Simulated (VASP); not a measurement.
# SrCl2: single point with PBE

Crystal: SrCl2.

```
CELL_PARAMETERS angstrom
0.00000 3.65265 3.37139
3.65265 0.00000 3.37139
3.65265 3.65265 0.00000
ATOMIC_POSITIONS crystal
Sr 0.00000 0.00000 0.00000
Cl 0.25000 0.25000 0.25000
Cl 0.75000 0.75000 0.75000
```

| Quantity | Value |
| --- | --- |
| Program | VASP 6.6.1 |
| Task | single point |
| Functional | PBE |
| Potentials or basis | VASP PAW PBE potentials, release 64 (Sr_sv, Cl) |
| Cutoff | 520 eV |
| k mesh | 6 × 6 × 6 |
| Occupations | gaussian, width 0.05 eV |
| Spin | no spin polarisation |

```yaml
Pressure: -0.8 GPa
Band_gap_on_the_k_mesh: 4.65 eV (least direct gap 4.89 eV)
```

Stress tensor (GPa, compression positive):
```
-2.15  0.00  0.00
 0.00 -2.15  0.00
 0.00  0.00  1.79
```

Levels at points of the mesh, in eV from the valence-band top:
```csv
k point,band 9,band 10,band 11,band 12,band 13,band 14,band 15,band 16
"(0.00, 0.00, 0.00)",-2.19,-0.85,-0.85,-0.24,4.65,5.50,6.09,8.48
"(0.50, 0.00, 0.00)",-1.64,-1.57,-1.35,-1.27,6.22,6.34,6.86,7.38
"(0.50, 0.50, 0.00)",-2.11,-0.80,-0.80,0.00,5.13,6.86,7.08,7.69
"(0.50, 0.00, 0.50)",-1.94,-0.96,-0.47,-0.28,5.13,6.34,7.11,7.25
```

It took 100 s on 1 thread of Intel Xeon 8259CL (shared host), peak memory 0.26 GiB.

A k mesh can miss the band edges. As with any semilocal functional, this PBE gap is likely too small.
